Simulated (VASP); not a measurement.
Wanted: the native input for a VASP 6.6.1 run.

* Task: single point
* Functional: PBEsol
* Potentials or basis: VASP PAW PBE potentials, release 64 (Si)
* Cutoff: 520 eV
* k mesh: 2 × 2 × 2
* Occupations: fermi-dirac, width 0.05 eV
* Spin: no spin polarisation
* Dipole correction: no
* Further INCAR settings: LREAL = Auto; ALGO = Normal; EDIFF = 1e-06; NBANDS = 48

The structure of Si (a cell with a defect) lies in POSCAR:

```
Si
1.0
    0.0000000000      5.4300000000      5.4300000000
    5.4300000000      0.0000000000      5.4300000000
    5.4300000000      5.4300000000      0.0000000000
Si
17
Direct
    0.0039472591     -0.0036217208     -0.0035954110
    0.1325639171      0.1222071499      0.1223804848
    0.0037663531     -0.0033421567      0.5027767428
    0.1253855640      0.1264529160      0.6238586344
    0.0037329400      0.5025820194     -0.0032148310
    0.1253627541      0.6237978938      0.1264415449
    0.0004506110      0.4998185364      0.4998255248
    0.1252491768      0.6240551982      0.6242108795
    0.5009712387     -0.0007119751     -0.0003895240
    0.6235704191      0.1223670161      0.1223848760
    0.4976681559     -0.0031133668      0.5025772498
    0.6234487514      0.1226953194      0.6311559494
    0.4976349323      0.5025214668     -0.0031177036
    0.6234602877      0.6308310027      0.1228603596
    0.4974914826      0.5027519278      0.5029001325
    0.6269257369      0.6243061923      0.6243462493
    0.7512507203      0.2492530806      0.2495277419
```

These files were run (other wordings do the same):

INCAR

```
SYSTEM = Si
ALGO = Normal ; EDIFF = 1E-6
ENCUT = 520 ; GGA = PS
ISIF = 2 ; ISMEAR = -1
LASPH = .TRUE. ; LCHARG = .FALSE.
LREAL = Auto ; LWAVE = .FALSE.
NBANDS = 48 ; NELM = 80
PREC = Accurate ; SIGMA = 0.05
```

KPOINTS

```
k-points
0
G
  2 2 2
  0 0 0
```

Potentials or basis: VASP PAW PBE potentials, release 64 (Si).

Run with:

```console
$ cat potpaw_PBE.64/Si/POTCAR > POTCAR
$ mpirun -np 1 vasp_std > vasp.out
```

It gave:

* Pressure: 3.5 GPa
* Largest force: 0.022 eV/Å
* Band gap on the k mesh: zero (bands 34 and 35 overlap by 0.25 eV)

Caveat: the k points lie up to 0.50 Å⁻¹ apart; the PAW data sets were made with another functional, which shifts forces and pressure a little.

Run time: 3.5 min on 1 thread of Intel(R) Xeon(R) Platinum 8488C (Sapphire Rapids) (shared host), peak memory 0.46 GiB.
